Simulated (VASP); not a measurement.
The system is Na.

```
Na
1.0
    -2.28277    2.28277    2.28277
     2.28277   -2.28277    2.28277
     2.28277    2.28277   -2.28277
Na
1
Direct
  0.00000 0.00000 0.00000
```

```yaml
Program: VASP 6.6.1
Task: relaxation of cell and atoms
Functional: PBEsol
Potentials_or_basis: VASP PAW PBE potentials, release 64 (Na_pv)
Cutoff: 600 eV
k_mesh: 14 × 14 × 14
Occupations: gaussian, width 0.1 eV
Spin: no spin polarisation
```

At the start: pressure -1.3 GPa; volume 47.58 Å³/atom.

Problem. How do energy, volume and symmetry change on relaxing?

Solution. Over 6 steps the energy falls by 57.8 meV/atom and the volume is 36.18 Å³/atom (-24.0 %); space group Im-3m (No. 229, to 0.1 Å) before and after.

The path:
| step | energy change (eV) | largest force (eV/Å) | pressure (GPa) | volume (Å³) |
| --- | --- | --- | --- | --- |
| 1 | 0.0000 | 0.0000 | -1.29 | 47.58 |
| 2 | -0.0201 | 0.0000 | -1.17 | 44.98 |
| 3 | -0.0562 | 0.0000 | -0.31 | 37.76 |
| 4 | -0.0577 | 0.0000 | 0.08 | 35.82 |
| 5 | -0.0578 | 0.0000 | -0.05 | 36.18 |
| 6 | -0.0578 | 0.0000 | -0.01 | 36.18 |

Final structure:
```xyz
1
Lattice="-2.0835 2.0835 2.0835 2.0835 -2.0835 2.0835 2.0835 2.0835 -2.0835" Properties=species:S:1:pos:R:3 pbc="T T T"
Na    2.0835    2.0835    2.0835
```

Caveat: the volume moved by over 15 % at a fixed basis, so the end points are rough; the PAW data sets were made with another functional, which shifts forces and pressure a little.
